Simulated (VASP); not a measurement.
# AlGeRu (P6_3/mmc) in VASP: single point with r2SCAN

Aim: the single point of AlGeRu with r2SCAN.

Everything below comes from runs of VASP 6.6.1. Logs are shortened: lines on timing, memory, paths and dates and some standing lists are left out, and cuts for length are marked.

## 1. The cell of the first run

It takes space group P6_3/mmc (No. 194, hexagonal). Conventional cell: a = 4.364 Å, b = 4.364 Å, c = 5.258 Å, α = 90.00°, β = 90.00°, γ = 120.00°. Ge (site symmetry -6m2) has 5 Ru at 2.52 to 2.63 Å and 6 Al at 2.84 Å within 3.3 Å. Within 3.3 Å of Ru (site symmetry -6m2) lie 5 Ge at 2.52 to 2.63 Å and 6 Al at 2.84 Å. Within 3.5 Å of Al (site symmetry -3m) lie 2 Al at 2.63 Å and 6 Ge at 2.84 Å and 6 Ru at 2.84 Å.

## 2. Single point, r2SCAN

POSCAR reads:

```
AlGeRu
1.0
    4.3641342215      0.0000002944      0.0000000000
   -2.1820673657      3.7794509542      0.0000000000
    0.0000000000      0.0000000000      5.2577536129
Ge Ru Al
2 2 2
Direct
    0.3333333333      0.6666666667      0.7500000000
    0.6666666667      0.3333333333      0.2500000000
    0.3333333333      0.6666666667      0.2500000000
    0.6666666667      0.3333333333      0.7500000000
    0.0000000000      0.0000000000      0.0000000000
    0.0000000000      0.0000000000      0.5000000000
```

INCAR.step1 reads:

```
SYSTEM = AlGeRu
PREC = Accurate ; ENCUT = 520
ISMEAR = -1 ; SIGMA = 0.1
LREAL = .False. ; LASPH = .True.
NELM = 100 ; NBANDS = 40
GGA = PE ; ALGO = Normal
EDIFF = 1E-4 ; LWAVE = .True.
LCHARG = .False.
```

INCAR.step2 reads:

```
SYSTEM = AlGeRu
PREC = Accurate ; ENCUT = 520
EDIFF = 1E-7 ; ISMEAR = -1
SIGMA = 0.1 ; LREAL = .False.
LASPH = .True. ; NELM = 100
ALGO = Normal ; ISIF = 2
LWAVE = .False. ; LCHARG = .False.
METAGGA = R2SCAN ; LMIXTAU = .True.
NBANDS = 40 ; ISTART = 1
```

KPOINTS reads:

```
Automatic mesh
0
Gamma
  5 5 4
  0 0 0
```

Potentials or basis: VASP PAW PBE potentials, release 64 (Ge_d, Ru_pv, Al).

Run with:

```
$ cat potpaw_PBE.64/Ge_d/POTCAR potpaw_PBE.64/Ru_pv/POTCAR potpaw_PBE.64/Al/POTCAR > POTCAR
$ cp INCAR.step1 INCAR
$ mpirun -np 1 vasp_std > vasp.out
$ cp INCAR.step2 INCAR
$ mpirun -np 1 vasp_std > vasp.out
```

OUTCAR:

```text
SYSTEM = AlGeRu
   PREC = Accurate
   ENCUT = 520
   EDIFF = 1E-7
   ISMEAR = -1
   LREAL = .False.
   LASPH = .True.
   NELM = 100
   ISIF = 2
   METAGGA = R2SCAN
   ISTART = 1

 ion  position               nearest neighbor table
   1  0.333  0.667  0.750-   4 2.52   4 2.52   4 2.52   3 2.63   3 2.63   5 2.84   6 2.84   6 2.84
                             5 2.84   6 2.84   5 2.84
   2  0.667  0.333  0.250-   3 2.52   3 2.52   3 2.52   4 2.63   4 2.63   5 2.84   6 2.84   5 2.84
                             6 2.84   5 2.84   6 2.84
   3  0.333  0.667  0.250-   2 2.52   2 2.52   2 2.52   1 2.63   1 2.63   5 2.84   6 2.84   6 2.84
                             5 2.84   6 2.84   5 2.84
   4  0.667  0.333  0.750-   1 2.52   1 2.52   1 2.52   2 2.63   2 2.63   5 2.84   6 2.84   5 2.84
                             6 2.84   5 2.84   6 2.84
   5  0.000  0.000  0.000-   6 2.63   6 2.63   3 2.84   4 2.84   1 2.84   2 2.84   2 2.84   4 2.84
                             1 2.84   3 2.84   2 2.84   4 2.84   1 2.84   3 2.84
   6  0.000  0.000  0.500-   5 2.63   5 2.63   3 2.84   4 2.84   1 2.84   2 2.84   2 2.84   4 2.84
                             1 2.84   3 2.84   2 2.84   4 2.84   1 2.84   3 2.84

  LATTYP: Found a hexagonal cell.
 ALAT       =     4.3641342215
 C/A-ratio  =     1.2047644151

  Lattice vectors:

 A1 = (   4.3641342215,   0.0000002944,   0.0000000000)
 A2 = (  -2.1820673657,   3.7794509542,   0.0000000000)
 A3 = (   0.0000000000,   0.0000000000,   5.2577536129)

Analysis of symmetry for initial positions (statically):
=====================================================================
 Subroutine PRICEL returns:
 Original cell was already a primitive cell.

 Routine SETGRP: Setting up the symmetry group for a
 hexagonal supercell.

 Subroutine GETGRP returns: Found 24 space group operations
 (whereof 12 operations were pure point group operations)
 out of a pool of 24 trial point group operations.

The static configuration has the point symmetry D_3d.
 The point group associated with its full space group is D_6h.

Analysis of symmetry for dynamics (positions and initial velocities):
=====================================================================
 Subroutine PRICEL returns:
 Original cell was already a primitive cell.

 Routine SETGRP: Setting up the symmetry group for a
 hexagonal supercell.

 Subroutine GETGRP returns: Found 24 space group operations
 (whereof 12 operations were pure point group operations)
 out of a pool of 24 trial point group operations.

The dynamic configuration has the point symmetry D_3d.
[... 99 lines left out ...]
   LREAL  =      F    real-space projection
   EDIFFG = 0.1E-05   stopping-criterion for IOM
   NSW    =      0    number of steps for IOM
   IBRION =     -1    ionic relax: 0-MD 1-quasi-New 2-CG
   NFREE  =      0    steps in history (QN), initial steepest desc. (CG)
   ISIF   =      2    stress and relaxation
   ISYM   =      2    0-nonsym 1-usesym 2-fastsym
   POTIM  = 0.5000    time-step for ionic-motion
   TEBEG  =    0.0;   TEEND  =   0.0 temperature during run
   PSTRESS=    0.0 pullay stress
   NELECT =      62.0000    total number of electrons
   NUPDOWN=      -1.0000    fix difference up-down
   EMIN   =  10.00;   EMAX   =-10.00  energy-range for DOS
   EFERMI =   0.00;   METHOD = LEGACY
   ISMEAR =    -1;   SIGMA  =   0.10  broadening in eV -4-tet -1-fermi 0-gaus
   EFERMI_NEDOS =   21; number of points for ismear=-14 and -15
   IALGO  =     38    algorithm
   IMIX   =      4    mixing-type and parameters
     AMIX     =   0.40;   BMIX     =  1.00
     AMIX_MAG =   1.60;   BMIX_MAG =  1.00
  volume/ion in A,a.u.               =      14.45        97.54
  Fermi-wavevector in a.u.,A,eV,Ry     =   1.463849  2.766274 29.155310  2.142855
  Thomas-Fermi vector in A             =   2.579895
   LORBIT       =      0    0 simple, 1 ext, 2 COOP (PROOUT), +10 PAW based schemes
   METAGGA = R2SCAN    functional components
   LHFCALC =     F    Hartree Fock is set to
   AEXX    =    0.0000 exact exchange contribution
   IVDW    =     0    specifies the selected vdW correction
   LEPSILON=     F    determine dielectric tensor
   LRPA    =     F    only Hartree local field effects (RPA)
 non-spin polarized calculation
  energy-cutoff  :      520.00
  volume of cell :       86.72
 maximum number of plane-waves:      2360
   NGX = 17   NGY = 17   NGZ = 19

 number of electron      62.0000026 magnetization

 Free energy of the ion-electron system (eV)
  ---------------------------------------------------
  ext. energy  EPLUGINS =         0.00000000
  ---------------------------------------------------
  free energy    TOTEN  =       -92.22959072 eV

  energy without entropy =      -92.10742327  energy(sigma->0) =      -92.16850700

 E-fermi :  10.2682     XC(G=0): -13.4651

 val. band max:       10.2629632925   @ k =   0.2000  -0.0000   0.2500
 cond. band min:      10.3075352134   @ k =   0.4000  -0.0000   0.5000
 fundamental gap:      0.0445719210
 Fermi energy:        10.2682034975

 k-point     1 :       0.0000    0.0000    0.0000
  band No.  band energies     occupation
      1     -33.3027      2.00000
      2     -33.2846      2.00000
      3     -33.2846      2.00000
      4     -33.2699      2.00000
      5     -33.2699      2.00000
      6     -33.2623      2.00000
[... 634 lines left out ...]
     39      16.0172      0.00000
     40      16.0172      0.00000

------------------------ aborting loop because EDIFF is reached ----------------------------------------

  FORCE on cell =-STRESS in cart. coord.  units (eV):
  Direction    XX          YY          ZZ          XY          YZ          ZX
  --------------------------------------------------------------------------------------
  -------------------------------------------------------------------------------------
  Total        0.0407127      0.0407127     -0.0193044      0.0000000      0.0000000      0.0000000
  in kB        0.7521655      0.7521655     -0.3566489      0.0000000      0.0000000      0.0000000
  external PRESSURE =       0.3825607 kB  Pullay stress =       0.0000000 kB

 VOLUME and BASIS-vectors are now :
 -----------------------------------------------------------------------------
  energy-cutoff  :      520.00
  volume of cell :       86.72
      direct lattice vectors                 reciprocal lattice vectors
     4.364134221  0.000000294  0.000000000     0.229140515  0.132294358  0.000000000
    -2.182067366  3.779450954  0.000000000    -0.000000018  0.264588686  0.000000000
     0.000000000  0.000000000  5.257753613     0.000000000  0.000000000  0.190195295

 POSITION                                       TOTAL-FORCE (eV/Angst)
 -----------------------------------------------------------------------------------
     -0.00000      2.51963      3.94332         0.000000     -0.000000      0.000000
      2.18207      1.25982      1.31444        -0.000000      0.000000      0.000000
     -0.00000      2.51963      1.31444        -0.000000      0.000000      0.000000
      2.18207      1.25982      3.94332         0.000000     -0.000000      0.000000
      0.00000      0.00000      0.00000         0.000000     -0.000000      0.000000
      0.00000      0.00000      2.62888         0.000000     -0.000000      0.000000
 -----------------------------------------------------------------------------------
    total drift:                               -0.000000     -0.000000      0.000000

  FREE ENERGIE OF THE ION-ELECTRON SYSTEM (eV)
  ---------------------------------------------------
  free  energy   TOTEN  =       -92.2295907207 eV

  energy  without entropy=      -92.1074232728  energy(sigma->0) =      -92.16850700
```

OUTCAR.step1:

```text
SYSTEM = AlGeRu
   PREC = Accurate
   ENCUT = 520
   ISMEAR = -1
   LREAL = .False.
   LASPH = .True.
[... 877 lines left out ...]
      2.18207      1.25982      3.94332         0.000000      0.000000      0.000000
      0.00000      0.00000      0.00000         0.000000     -0.000000      0.000000
      0.00000      0.00000      2.62888         0.000000     -0.000000      0.000000
 -----------------------------------------------------------------------------------
    total drift:                               -0.000000     -0.000000      0.000000

  FREE ENERGIE OF THE ION-ELECTRON SYSTEM (eV)
  ---------------------------------------------------
  free  energy   TOTEN  =       -35.1627700464 eV

  energy  without entropy=      -35.0305898664  energy(sigma->0) =      -35.09667996
```

OSZICAR.step1:

```text
N       E                     dE             d eps       ncg     rms          rms(c)
DAV:   1     0.682363157243E+03    0.68236E+03   -0.30953E+04  1632   0.348E+03
DAV:   2     0.560660066535E+02   -0.62630E+03   -0.60077E+03  1200   0.875E+02
DAV:   3    -0.313932328414E+02   -0.87459E+02   -0.84125E+02  1360   0.192E+02
DAV:   4    -0.357576269495E+02   -0.43644E+01   -0.43394E+01  1440   0.462E+01
DAV:   5    -0.359054880573E+02   -0.14786E+00   -0.14782E+00  1504   0.891E+00    0.161E+01
DAV:   6    -0.355296767156E+02    0.37581E+00   -0.39246E+00  1384   0.119E+01    0.568E+00
DAV:   7    -0.352710826364E+02    0.25859E+00   -0.15622E+00  1368   0.874E+00    0.569E+00
DAV:   8    -0.351639241848E+02    0.10716E+00   -0.30626E-01  1296   0.377E+00    0.425E-01
DAV:   9    -0.351630503903E+02    0.87379E-03   -0.14896E-02  1592   0.109E+00    0.221E-01
DAV:  10    -0.351628073082E+02    0.24308E-03   -0.19830E-03  1488   0.426E-01    0.593E-02
DAV:  11    -0.351627700464E+02    0.37262E-04   -0.19030E-04   856   0.152E-01
   1 F= -.35162770E+02 E0= -.35096680E+02  d E =-.132180E+00
```

It took 3 min on 1 thread of Intel Xeon Platinum 8175M at 2.50GHz (Skylake/Cascade Lake), shared host; peak memory 0.23 GiB.

Results:

```yaml
Free_energy: -92.2296 eV
Pressure: 0.0 GPa
Band_gap_on_the_k_mesh: zero (band 31 reaches 11.90 eV, above the bottom of band 32 at 9.79 eV)
```

Levels at points of the mesh, in eV from the Fermi level:
| k point | band 29 | band 30 | band 31 | band 32 | band 33 | band 34 |
| --- | --- | --- | --- | --- | --- | --- |
| (0.00, 0.00, 0.00) | -1.34 | -0.29 | 1.17 | 1.17 | 1.84 | 1.92 |
| (0.00, 0.00, 0.50) | -1.50 | -1.50 | 1.63 | 1.63 | 1.63 | 1.63 |

Caveat: the PAW data sets were made with another functional, which shifts forces and pressure a little.
